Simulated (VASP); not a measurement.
## Cs: relaxation of cell and atoms with PBE+D4

Crystal: Cs.

```xyz
1
Lattice="0.0000 3.9483 3.9483 3.9483 0.0000 3.9483 3.9483 3.9483 0.0000" Properties=species:S:1:pos:R:3 pbc="T T T"
Cs    0.0000    0.0000    0.0000
```

```
Program                : VASP 6.6.1
Task                   : relaxation of cell and atoms
Functional             : PBE
Dispersion             : D4
Potentials or basis    : VASP PAW PBE potentials, release 64 (Cs_sv)
Cutoff                 : 600 eV
k mesh                 : 6 × 6 × 6
Occupations            : fermi-dirac, width 0.05 eV
Spin                   : no spin polarisation
Dipole correction      : no
Further INCAR settings : ALGO = Fast; EDIFF = 1e-06; IBRION = 2; EDIFFG = -0.01; NSW = 60; ISIF = 3
```

```
Relaxed volume                         : 113.66 Å³/atom
Relaxed cell                           : a = 5.437 Å, b = 5.437 Å, c = 5.437 Å, α = 60.00°, β = 60.00°, γ = 60.00°
Space group after relaxing (to 0.05 Å) : Fm-3m (No. 225)
Energy gained by relaxing              : 4.6 meV/atom
Ionic steps                            : 4
Pressure after relaxing                : 0.0 GPa
Dispersion energy per atom             : -0.065 eV
```

The path:
```
step  energy change (eV)  largest force (eV/Å)  pressure (GPa)  volume (Å³)
   1              0.0000                0.0000           -0.15       123.10
   2             -0.0017                0.0000           -0.12       121.04
   3             -0.0045                0.0000           -0.02       114.99
   4             -0.0046                0.0000            0.00       113.66
```

Final structure:
```cif
data_structure
_symmetry_space_group_name_H-M 'P 1'
_symmetry_Int_Tables_number 1
_cell_length_a 5.4372
_cell_length_b 5.4372
_cell_length_c 5.4372
_cell_angle_alpha 60.000
_cell_angle_beta 60.000
_cell_angle_gamma 60.000
_cell_volume 113.66
loop_
_atom_site_label
_atom_site_type_symbol
_atom_site_fract_x
_atom_site_fract_y
_atom_site_fract_z
_atom_site_occupancy
Cs1 Cs 0.00000 0.00000 0.00000 1
```

Levels at points of the mesh, in eV from the Fermi level:
| k point | band 1 | band 2 | band 3 | band 4 | band 5 | band 6 | band 7 | band 8 |
| --- | --- | --- | --- | --- | --- | --- | --- | --- |
| (0.00, 0.00, 0.00) | -23.83 | -10.57 | -10.57 | -10.57 | -1.67 | 2.47 | 2.47 | 2.47 |
| (0.50, 0.00, 0.00) | -23.82 | -10.71 | -10.59 | -10.59 | -0.01 | 0.79 | 2.33 | 2.33 |
| (0.50, 0.50, 0.00) | -23.82 | -10.70 | -10.62 | -10.62 | 0.28 | 1.05 | 1.47 | 4.07 |

Wall time 72 s on 1 thread of Intel(R) Xeon(R) Platinum 8259CL CPU @ 2.50GHz (Skylake/Cascade Lake) (shared host), peak memory 0.32 GiB.

Caveat: spin-orbit coupling is left out, which moves the levels of the heavy elements; pairwise dispersion overbinds metals, which lowers pressure and volume.
